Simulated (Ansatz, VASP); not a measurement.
**Fe3Ge in VASP and in Ansatz**

```
Fe Ge
1.0
     0.00000    2.87559    2.87559
     2.87559    0.00000    2.87559
     2.87559    2.87559    0.00000
Fe Ge
3 1
Cartesian
  2.8756 2.8756 2.8756
  1.4378 1.4378 1.4378
  4.3134 4.3134 4.3134
  0.0000 0.0000 0.0000
```

Alike in both runs: task single point; functional PBEsol; k mesh 7 × 7 × 7; occupations methfessel-paxton of order 1, width 0.2 eV; collinear spin.

```csv
,VASP,Ansatz
version,VASP 6.6.1,Ansatz 0.2.0
potentials or method,"VASP PAW PBE potentials, release 64 (Fe, Ge_d), cutoff 520 eV","plane waves, PAW"
valence electrons in the cell,38,62
```

|  | VASP | Ansatz | Ansatz less VASP |
| --- | --- | --- | --- |
| net moment per atom (μB) | 1.43 | 1.42 | -0.010 |
| size of the moment on the site where the two differ most (μB) | 2.55 | 2.57 | +0.024 |

VASP's potentials were made for PBE, not for PBEsol. Site moments also hang on the region over which each program counts them. VASP's potentials hold 38 valence electrons a cell and Ansatz's 62, so a difference there can come from the potentials and not from the codes. Ansatz's warnings: stability check not made.
